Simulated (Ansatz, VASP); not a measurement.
C: VASP beside Ansatz

File INCAR:

```
SYSTEM = C
ALGO = Normal ; EDIFF = 1E-7
EDIFFG = -0.001 ; ENCUT = 600
GGA_COMPAT = .False. ; IBRION = 2
ISIF = 3 ; ISMEAR = 0
LASPH = .True. ; LCHARG = .False.
LREAL = .False. ; LWAVE = .False.
NELM = 120 ; NELMIN = 4
NSW = 80 ; PREC = Accurate
SIGMA = 0.01
```

Contents of KPOINTS:

```
k-points
0
Gamma
  12 12 12
  0 0 0
```

File POSCAR:

```
C
1.0
    0.0000000000      1.7658688105      1.7658688105
    1.7658688105      0.0000000000      1.7658688105
    1.7658688105      1.7658688105      0.0000000000
C
2
Direct
    0.0000000000      0.0000000000      0.0000000000
    0.2500000000      0.2500000000      0.2500000000
```

Input for Ansatz:

```yaml
crystal:
  lattice:
    - [0.0, 1.7658688105, 1.7658688105]
    - [1.7658688105, 0.0, 1.7658688105]
    - [1.7658688105, 1.7658688105, 0.0]
  atoms:
    - { symbol: C, position: [0.0, 0.0, 0.0] }
    - { symbol: C, position: [0.25, 0.25, 0.25] }
basis:
  ecutwfc: 420
kpoints:
  mp_grid: { grid: [12, 12, 12] }
hamiltonian:
  xc: lda
scf:
  occupations: { method: fixed }
output:
  forces: true
  stress: true
  eigenvalues: true
  write_density: true
  write_potential: true
  elf: true
  volumetric_format: npy
relax:
  adjacent_minimum: "off"
  f_tol: 0.001
  max_steps: 60
  cell: { stress_tol: 0.01 }
```

Alike in both runs: task relaxation of cell and atoms; functional LDA; k mesh 12 × 12 × 12; no spin polarisation.

```csv
,VASP,Ansatz
version,VASP 6.6.1,Ansatz 0.2.0
potentials or method,"VASP PAW LDA potentials, release 64 (C), cutoff 600 eV","scalar-relativistic, plane waves, PAW"
occupations,"gaussian, width 0.01 eV",fixed
valence electrons in the cell,8,8
```

|  | VASP | Ansatz | Ansatz less VASP |
| --- | --- | --- | --- |
| gap on the k mesh at the Fermi level, each at its own relaxed structure (eV) | 4.19 | 4.20 | +0.005 |
| relaxed volume (Å³/atom) | 5.52 | 5.51 | -0.010 |
| relaxed cell length with the largest relative difference (Å) | 2.499 | 2.497 | -0.0015 |

LDA's correlation is that of Perdew and Zunger in VASP and of Perdew and Wang (1992) in Ansatz.
